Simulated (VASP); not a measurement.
Runs of VASP 6.6.1 on CdTe. The structure is that of space group F-43m (No. 216), or close to it. The cells are those of the table. 

```tsv
task	level	potentials or basis	spin	cell	gap on the mesh (eV)	pressure (GPa)
single point	PBE	VASP PAW PBE potentials, release 64 (Cd, Te)	off	a = 4.533 Å, angles 60.0°, 2 atoms	0.87	4.4
electric field gradients	LDA	VASP PAW LDA potentials, release 64 (Cd, Te)	off	a = 4.533 Å, angles 60.0°, 2 atoms	(a)	0.2
single point	PBE	VASP PAW PBE potentials, release 64 (Cd, Te)	non-collinear, zero start, SOC	a = 4.533 Å, angles 60.0°, 2 atoms	-	4.4
single point	PBE	VASP PAW PBE potentials, release 64 (Cd, Te)	off	a = 4.487, b = 4.487, c = 4.442 Å, angles 60.3, 60.3, 59.3°, 2 atoms	0.97	6.8
electric field gradients	PBEsol	VASP PAW PBE potentials, release 64 (Cd, Te)	off	a = 4.533 Å, angles 60.0°, 2 atoms	0.76	(b)
```

Alike in all rows: k mesh 9 × 9 × 9; cutoff (eV) 520; smearing fermi-dirac 0.08 eV.

Q: Estimate the missing entries.

A: (a) 0.65; (b) 1.8.

Caveats: spin-orbit coupling is left out, which moves the levels of the heavy elements (at least some runs); the cell stands under pressure (at least some runs); the PAW data sets were made with another functional, which shifts forces and pressure a little (at least some runs).

A k mesh can miss the band edges, and rows without SOC leave out spin-orbit coupling on Cd, Te.
